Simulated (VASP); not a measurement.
# NaCl (Pm-3m) in VASP: single point with PBEsol

Aim: the single point of NaCl with PBEsol.

All numbers are computed with VASP 6.6.1; they aren't measurements. Logs are shortened: lines on timing, memory, paths and dates and some standing lists are left out, and cuts for length are marked.

**1. The cell of the first run**

It takes space group Pm-3m (No. 221, cubic). Conventional cell: a = 3.460 Å, b = 3.460 Å, c = 3.460 Å, α = 90.00°, β = 90.00°, γ = 90.00°. Within 3.9 Å of Na (site symmetry m-3m) lie 8 Cl at 3.00 Å and 6 Na at 3.46 Å. Cl (site symmetry m-3m) has 8 Na at 3.00 Å and 6 Cl at 3.46 Å within 3.9 Å.

**2. Single point, PBEsol**

INCAR reads:

```
SYSTEM = NaCl
ALGO = Normal
EDIFF = 1E-6
ENCUT = 500
GGA = PS
GGA_COMPAT = .FALSE.
ISIF = 2
ISMEAR = 0
LASPH = .TRUE.
LCHARG = .TRUE.
LELF = .TRUE.
LREAL = .FALSE.
LVHAR = .TRUE.
LWAVE = .FALSE.
NBANDS = 14
NELM = 120
PREC = Accurate
SIGMA = 0.01
```

KPOINTS reads:

```
k-points
0
G
  4 4 4
  0 0 0
```

POSCAR reads:

```
NaCl
1.0
    3.4595458649      0.0000000000      0.0000000000
    0.0000000000      3.4595458649      0.0000000000
    0.0000000000      0.0000000000      3.4595458649
Na Cl
1 1
Direct
    0.0000000000      0.0000000000      0.0000000000
    0.5000000000      0.5000000000      0.5000000000
```

Potentials or basis: VASP PAW PBE potentials, release 64 (Na_pv, Cl).

On the command line:

```console
$ cat potpaw_PBE.64/Na_pv/POTCAR potpaw_PBE.64/Cl/POTCAR > POTCAR
$ mpirun -np 1 vasp_std > vasp.out
```

OUTCAR:

```text
SYSTEM = NaCl
   EDIFF = 1E-6
   ENCUT = 500
   GGA = PS
   ISIF = 2
   ISMEAR = 0
   LASPH = .TRUE.
   LREAL = .FALSE.
   NELM = 120
   PREC = Accurate

 ion  position               nearest neighbor table
   1  0.000  0.000  0.000-
   2  0.500  0.500  0.500-

  LATTYP: Found a simple cubic cell.
 ALAT       =     3.4595458649

  Lattice vectors:

 A1 = (   3.4595458649,   0.0000000000,   0.0000000000)
 A2 = (   0.0000000000,   3.4595458649,   0.0000000000)
 A3 = (   0.0000000000,   0.0000000000,   3.4595458649)

Analysis of symmetry for initial positions (statically):
=====================================================================
 Subroutine PRICEL returns:
 Original cell was already a primitive cell.

 Routine SETGRP: Setting up the symmetry group for a
 simple cubic supercell.

 Subroutine GETGRP returns: Found 48 space group operations
 (whereof 48 operations were pure point group operations)
 out of a pool of 48 trial point group operations.

The static configuration has the point symmetry O_h .

Analysis of symmetry for dynamics (positions and initial velocities):
=====================================================================
 Subroutine PRICEL returns:
 Original cell was already a primitive cell.

 Routine SETGRP: Setting up the symmetry group for a
 simple cubic supercell.

 Subroutine GETGRP returns: Found 48 space group operations
 (whereof 48 operations were pure point group operations)
 out of a pool of 48 trial point group operations.

The dynamic configuration has the point symmetry O_h .

 Subroutine INISYM returns: Found 48 space group operations
 (whereof 48 operations are pure point group operations),
 and found     1 'primitive' translations

----------------------------------------------------------------------------------------

                                     Primitive cell

  volume of cell :      41.4054

  direct lattice vectors                    reciprocal lattice vectors
     3.459545865  0.000000000  0.000000000     0.289055280  0.000000000  0.000000000
     0.000000000  3.459545865  0.000000000     0.000000000  0.289055280  0.000000000
     0.000000000  0.000000000  3.459545865     0.000000000  0.000000000  0.289055280

  length of vectors
     3.459545865  3.459545865  3.459545865     0.289055280  0.289055280  0.289055280

  position of ions in fractional coordinates (direct lattice)
     0.000000000  0.000000000  0.000000000
     0.500000000  0.500000000  0.500000000

  ion indices of the primitive-cell ions
   primitive index   ion index
                 1           1
                 2           2

----------------------------------------------------------------------------------------

 KPOINTS: k-points

Automatic generation of k-mesh.
 Grid dimensions read from file:
 generate k-points for:    4    4    4

 Generating k-lattice:

  Cartesian coordinates                     Fractional coordinates (reciprocal lattice)
     0.072263820  0.000000000  0.000000000     0.250000000  0.000000000  0.000000000
     0.000000000  0.072263820  0.000000000     0.000000000  0.250000000  0.000000000
     0.000000000  0.000000000  0.072263820     0.000000000  0.000000000  0.250000000

  Length of vectors
     0.072263820  0.072263820  0.072263820

  Shift w.r.t. Gamma in fractional coordinates (k-lattice)
     0.000000000  0.000000000  0.000000000

 Subroutine IBZKPT returns following result:
 ===========================================

 Found     10 irreducible k-points:

 Following reciprocal coordinates:
            Coordinates               Weight
  0.000000  0.000000  0.000000      1.000000
  0.250000  0.000000  0.000000      6.000000
  0.500000  0.000000  0.000000      3.000000
  0.250000  0.250000  0.000000     12.000000
  0.500000  0.250000  0.000000     12.000000
  0.500000  0.500000  0.000000      3.000000
  0.250000  0.250000  0.250000      8.000000
  0.500000  0.250000  0.250000     12.000000
  0.500000  0.500000  0.250000      6.000000
  0.500000  0.500000  0.500000      1.000000
   k-points           NKPTS =     10   k-points in BZ     NKDIM =     10   number of bands    NBANDS=     14
   number of dos      NEDOS =    301   number of ions     NIONS =      2
   total plane-waves  NPLWV =  21952
   dimension x,y,z NGX =    28 NGY =   28 NGZ =   28
   dimension x,y,z NGXF=    56 NGYF=   56 NGZF=   56
   ions per type =               1   1
   NGX,Y,Z   is equivalent  to a cutoff of  13.46, 13.46, 13.46 a.u.
   NGXF,Y,Z  is equivalent  to a cutoff of  26.91, 26.91, 26.91 a.u.
 SYSTEM =  NaCl
   PREC   = accura    normal or accurate (medium, high low for compatibility)
   ISTART =      0    job   : 0-new  1-cont  2-samecut
   ICHARG =      2    charge: 1-file 2-atom 10-const
   ISPIN  =      1    spin polarized calculation?
   LNONCOLLINEAR =      F non collinear calculations
   LSORBIT =      F    spin-orbit coupling
   LASPH  =      T    aspherical Exc in radial PAW
   ENCUT  =  500.0 eV  36.75 Ry    6.06 a.u.   6.31  6.31  6.31*2*pi/ulx,y,z
   NELM   =    120;   NELMIN=  2; NELMDL= -5     # of ELM steps
   EDIFF  = 0.1E-05   stopping-criterion for ELM
   LREAL  =      F    real-space projection
   EDIFFG = 0.1E-04   stopping-criterion for IOM
   NSW    =      0    number of steps for IOM
   IBRION =     -1    ionic relax: 0-MD 1-quasi-New 2-CG
   NFREE  =      0    steps in history (QN), initial steepest desc. (CG)
   ISIF   =      2    stress and relaxation
   ISYM   =      2    0-nonsym 1-usesym 2-fastsym
   POTIM  = 0.5000    time-step for ionic-motion
   TEBEG  =    0.0;   TEEND  =   0.0 temperature during run
   PSTRESS=    0.0 pullay stress
   NELECT =      14.0000    total number of electrons
   NUPDOWN=      -1.0000    fix difference up-down
   EMIN   =  10.00;   EMAX   =-10.00  energy-range for DOS
   EFERMI =   0.00;   METHOD = LEGACY
   ISMEAR =     0;   SIGMA  =   0.01  broadening in eV -4-tet -1-fermi 0-gaus
   EFERMI_NEDOS =   21; number of points for ismear=-14 and -15
   IALGO  =     38    algorithm
   IMIX   =      4    mixing-type and parameters
     AMIX     =   0.40;   BMIX     =  1.00
     AMIX_MAG =   1.60;   BMIX_MAG =  1.00
  volume/ion in A,a.u.               =      20.70       139.71
  Fermi-wavevector in a.u.,A,eV,Ry     =   1.140508  2.155248 17.697900  1.300759
  Thomas-Fermi vector in A             =   2.277210
   LORBIT       =      0    0 simple, 1 ext, 2 COOP (PROOUT), +10 PAW based schemes
   GGA     = PS    functional components
   LHFCALC =     F    Hartree Fock is set to
   AEXX    =    0.0000 exact exchange contribution
   IVDW    =     0    specifies the selected vdW correction
   LEPSILON=     F    determine dielectric tensor
   LRPA    =     F    only Hartree local field effects (RPA)
 non-spin polarized calculation
 Gauss-broadening in eV      SIGMA  =   0.01
  energy-cutoff  :      500.00
  volume of cell :       41.41
 maximum number of plane-waves:      1064
 NGX is ok and might be reduce to    28
   NGX = 13   NGY = 13   NGZ = 13

 number of electron      13.9999999 magnetization

 Free energy of the ion-electron system (eV)
  ---------------------------------------------------
  ext. energy  EPLUGINS =         0.00000000
  ---------------------------------------------------
  free energy    TOTEN  =        -6.71945582 eV

  energy without entropy =       -6.71945582  energy(sigma->0) =       -6.71945582

 E-fermi :   0.7643     XC(G=0):  -8.7463

 val. band max:        0.6427418596   @ k =   0.5000   0.5000   0.0000
 cond. band min:       4.5899591296   @ k =   0.0000   0.0000   0.0000
 fundamental gap:      3.9472172701
 Fermi energy:         0.7643062455

 k-point     1 :       0.0000    0.0000    0.0000
  band No.  band energies     occupation
      1     -21.2248      2.00000
      2     -21.2248      2.00000
      3     -21.2248      2.00000
      4     -12.8596      2.00000
      5       0.1106      2.00000
      6       0.1106      2.00000
      7       0.1106      2.00000
      8       4.5900      0.00000
      9       9.0036      0.00000
     10       9.0036      0.00000
     11      16.5587      0.00000
     12      16.5587      0.00000
     13      16.5593      0.00000
     14      16.6787      0.00000

 k-point     2 :       0.2500    0.0000    0.0000
  band No.  band energies     occupation
      1     -21.2494      2.00000
      2     -21.2226      2.00000
      3     -21.2226      2.00000
      4     -12.6661      2.00000
      5      -1.4286      2.00000
      6       0.2331      2.00000
      7       0.2331      2.00000
      8       5.9720      0.00000
      9       9.6932      0.00000
     10       9.9849      0.00000
     11      13.7303      0.00000
     12      13.7303      0.00000
     13      15.8872      0.00000
     14      16.2816      0.00000

 k-point     3 :       0.5000    0.0000    0.0000
  band No.  band energies     occupation
      1     -21.2738      2.00000
      2     -21.2204      2.00000
      3     -21.2204      2.00000
      4     -12.4554      2.00000
      5      -2.5311      2.00000
      6       0.3630      2.00000
      7       0.3630      2.00000
      8       7.4897      0.00000
      9       9.3728      0.00000
     10      11.0013      0.00000
     11      12.4881      0.00000
     12      12.4881      0.00000
     13      13.5056      0.00000
     14      17.7402      0.00000

 k-point     4 :       0.2500    0.2500    0.0000
  band No.  band energies     occupation
      1     -21.2473      2.00000
      2     -21.2436      2.00000
      3     -21.2205      2.00000
      4     -12.4965      2.00000
      5      -1.3212      2.00000
      6      -0.9865      2.00000
      7       0.3618      2.00000
      8       7.0615      0.00000
      9       9.3335      0.00000
     10      10.8807      0.00000
     11      12.4279      0.00000
     12      13.8173      0.00000
     13      14.4970      0.00000
     14      16.3057      0.00000

 k-point     5 :       0.5000    0.2500    0.0000
  band No.  band energies     occupation
      1     -21.2682      2.00000
      2     -21.2415      2.00000
      3     -21.2184      2.00000
      4     -12.3131      2.00000
      5      -2.1954      2.00000
      6      -0.8540      2.00000
      7       0.4986      2.00000
      8       7.5326      0.00000
      9       8.8605      0.00000
     10      11.4912      0.00000
     11      12.1133      0.00000
     12      12.8071      0.00000
     13      14.6045      0.00000
     14      17.3435      0.00000

 k-point     6 :       0.5000    0.5000    0.0000
  band No.  band energies     occupation
      1     -21.2626      2.00000
      2     -21.2626      2.00000
      3     -21.2165      2.00000
      4     -12.1602      2.00000
      5      -1.7992      2.00000
      6      -1.7992      2.00000
      7       0.6427      2.00000
      8       6.0465      0.00000
      9      10.4422      0.00000
     10      11.7451      0.00000
     11      11.7451      0.00000
     12      13.2193      0.00000
     13      13.2193      0.00000
     14      18.5774      0.00000

 k-point     7 :       0.2500    0.2500    0.2500
  band No.  band energies     occupation
      1     -21.2448      2.00000
      2     -21.2409      2.00000
      3     -21.2409      2.00000
      4     -12.3385      2.00000
      5      -1.1593      2.00000
      6      -0.8021      2.00000
      7      -0.8021      2.00000
      8       7.6695      0.00000
      9       9.9414      0.00000
     10       9.9414      0.00000
     11      12.1771      0.00000
     12      13.2891      0.00000
     13      13.2891      0.00000
     14      18.6322      0.00000

 k-point     8 :       0.5000    0.2500    0.2500
  band No.  band energies     occupation
      1     -21.2637      2.00000
      2     -21.2397      2.00000
      3     -21.2381      2.00000
      4     -12.1683      2.00000
      5      -1.9142      2.00000
      6      -0.7335      2.00000
      7      -0.5988      2.00000
      8       7.6425      0.00000
      9       8.9119      0.00000
     10       9.5644      0.00000
     11      12.8970      0.00000
     12      13.3843      0.00000
     13      14.9267      0.00000
     14      16.8783      0.00000

 k-point     9 :       0.5000    0.5000    0.2500
  band No.  band energies     occupation
      1     -21.2593      2.00000
      2     -21.2593      2.00000
      3     -21.2363      2.00000
      4     -12.0128      2.00000
      5      -1.5902      2.00000
      6      -1.5902      2.00000
      7      -0.4616      2.00000
      8       6.6825      0.00000
      9       8.9981      0.00000
     10       8.9981      0.00000
     11      13.0234      0.00000
     12      14.7870      0.00000
     13      15.7317      0.00000
     14      15.7317      0.00000

 k-point    10 :       0.5000    0.5000    0.5000
  band No.  band energies     occupation
      1     -21.2559      2.00000
      2     -21.2559      2.00000
      3     -21.2559      2.00000
      4     -11.8550      2.00000
      5      -1.3550      2.00000
      6      -1.3550      2.00000
      7      -1.3550      2.00000
      8       7.5956      0.00000
      9       7.5956      0.00000
     10       7.5956      0.00000
     11      12.5787      0.00000
     12      16.7167      0.00000
     13      16.7167      0.00000
     14      16.7167      0.00000

------------------------ aborting loop because EDIFF is reached ----------------------------------------

  FORCE on cell =-STRESS in cart. coord.  units (eV):
  Direction    XX          YY          ZZ          XY          YZ          ZX
  --------------------------------------------------------------------------------------
  -------------------------------------------------------------------------------------
  Total       -0.0525554     -0.0525554     -0.0525554     -0.0000000     -0.0000000      0.0000000
  in kB       -2.0336233     -2.0336233     -2.0336233     -0.0000000     -0.0000000      0.0000000
  external PRESSURE =      -2.0336233 kB  Pullay stress =       0.0000000 kB

 VOLUME and BASIS-vectors are now :
 -----------------------------------------------------------------------------
  energy-cutoff  :      500.00
  volume of cell :       41.41
      direct lattice vectors                 reciprocal lattice vectors
     3.459545865  0.000000000  0.000000000     0.289055280  0.000000000  0.000000000
     0.000000000  3.459545865  0.000000000     0.000000000  0.289055280  0.000000000
     0.000000000  0.000000000  3.459545865     0.000000000  0.000000000  0.289055280

 POSITION                                       TOTAL-FORCE (eV/Angst)
 -----------------------------------------------------------------------------------
      0.00000      0.00000      0.00000         0.000000      0.000000      0.000000
      1.72977      1.72977      1.72977         0.000000      0.000000      0.000000
 -----------------------------------------------------------------------------------
    total drift:                               -0.000000      0.000000      0.000000

  FREE ENERGIE OF THE ION-ELECTRON SYSTEM (eV)
  ---------------------------------------------------
  free  energy   TOTEN  =        -6.7194558191 eV

  energy  without entropy=       -6.7194558191  energy(sigma->0) =       -6.71945582
```

Run time: 14 s. Hardware: 1 thread of AMD EPYC 7R13, shared host; peak memory 0.12 GiB.

What came out:

```yaml
Free_energy: -6.7195 eV
Pressure: -0.2 GPa
Band_gap_on_the_k_mesh: 3.95 eV, indirect (least direct gap 4.48 eV)
```

Caveat: the k points lie up to 0.45 Å⁻¹ apart; the PAW data sets were made with another functional, which shifts forces and pressure a little. A k mesh can miss the band edges.
